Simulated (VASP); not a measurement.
Runs of VASP 6.6.1 on HfO2. The structure is that of space group I4/mmm (No. 139), or close to it. The cells are those of the table. 

```tsv
cell	gap on the mesh (eV)	pressure (GPa)
a = 3.617, b = 3.898, c = 3.898 Å, angles 55.3, 62.4, 62.4°, 3 atoms	2.03	-34.1
a = 3.617, b = 3.484, c = 3.484 Å, angles 62.5, 58.7, 58.7°, 3 atoms	3.38	9.2
a = 3.617, b = 3.550, c = 3.550 Å, angles 61.3, 59.4, 59.4°, 3 atoms	3.92	-2.6
a = 3.617, b = 3.357, c = 3.357 Å, angles 65.2, 57.4, 57.4°, 3 atoms	1.81	42.5
a = 3.617, b = 3.861, c = 3.861 Å, angles 55.9, 62.1, 62.1°, 3 atoms	2.33	-32.4
a = 3.617, b = 3.755, c = 3.755 Å, angles 57.6, 61.2, 61.2°, 3 atoms	(a)	-25.6
a = 3.617, b = 3.419, c = 3.419 Å, angles 63.9, 58.1, 58.1°, 3 atoms	2.69	24.0
a = 3.617, b = 3.826, c = 3.826 Å, angles 56.4, 61.8, 61.8°, 3 atoms	(b)	-30.4
```

Alike in all rows: task single point; level r2SCAN; potentials or basis VASP PAW PBE potentials, release 64 (Hf_pv, O); no spin polarisation; k mesh 8 × 8 × 8; cutoff (eV) 520; smearing gaussian 0.05 eV.

Q: Estimate the missing entries.

A: (a) 3.26; (b) 2.64.

Caveats: the PAW data sets were made with another functional, which shifts forces and pressure a little; spin-orbit coupling is left out, which moves the levels of the heavy elements.

A k mesh can miss the band edges, and the runs leave out spin-orbit coupling on Hf.
